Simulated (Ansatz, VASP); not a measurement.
**One calculation of CaO, two programs**

File INCAR:

```
SYSTEM = CaO
PREC = Accurate
ENCUT = 600
EDIFF = 1E-7
ISMEAR = 0
SIGMA = 0.02
LREAL = .FALSE.
LASPH = .TRUE.
NELM = 120
ALGO = Normal
ISIF = 3
LWAVE = .FALSE.
LCHARG = .FALSE.
GGA = PE
IBRION = 2
NSW = 100
EDIFFG = -0.002
GGA_COMPAT = .FALSE.
NELMIN = 4
```

The input KPOINTS:

```
regular mesh
0
G
  8 8 8
  0 0 0
```

File POSCAR:

```
CaO
1.0
    0.0000000000      2.4055000000      2.4055000000
    2.4055000000      0.0000000000      2.4055000000
    2.4055000000      2.4055000000      0.0000000000
Ca O
1 1
Direct
    0.0000000000      0.0000000000      0.0000000000
    0.5000000000      0.5000000000      0.5000000000
```

Input for Ansatz:

```yaml
crystal:
  lattice:
    - [0.0, 2.4055, 2.4055]
    - [2.4055, 0.0, 2.4055]
    - [2.4055, 2.4055, 0.0]
  atoms:
    - { symbol: Ca, position: [0.0, 0.0, 0.0] }
    - { symbol: O, position: [0.5, 0.5, 0.5] }
basis:
  ecutwfc: 420
kpoints:
  mp_grid: { grid: [8, 8, 8] }
hamiltonian:
  xc: pbe
  pseudopotentials: { kind: paw, azcp: { folder: soft_1 } }
scf:
  occupations: { method: gaussian, width: 0.02 }
output:
  forces: true
  stress: true
  eigenvalues: true
relax:
  adjacent_minimum: "off"
  f_tol: 0.002
  max_steps: 80
  cell: { stress_tol: 0.02 }
```

Alike in both runs: task relaxation of cell and atoms; functional PBE; k mesh 8 × 8 × 8; occupations gaussian, width 0.02 eV; no spin polarisation.

|  | VASP | Ansatz |
| --- | --- | --- |
| version | VASP 6.6.1 | Ansatz 0.2.0 |
| potentials or method | VASP PAW PBE potentials, release 64 (Ca_sv, O), cutoff 600 eV | scalar-relativistic, plane waves, PAW |
| valence electrons in the cell | 16 | 16 |

|  | VASP | Ansatz | Ansatz less VASP |
| --- | --- | --- | --- |
| gap on the k mesh at the Fermi level, each at its own relaxed structure (eV) | 3.64 | 3.66 | +0.016 |
| relaxed volume (Å³/atom) | 14.15 | 14.09 | -0.062 |
| relaxed cell length with the largest relative difference (Å) | 3.421 | 3.416 | -0.0050 |
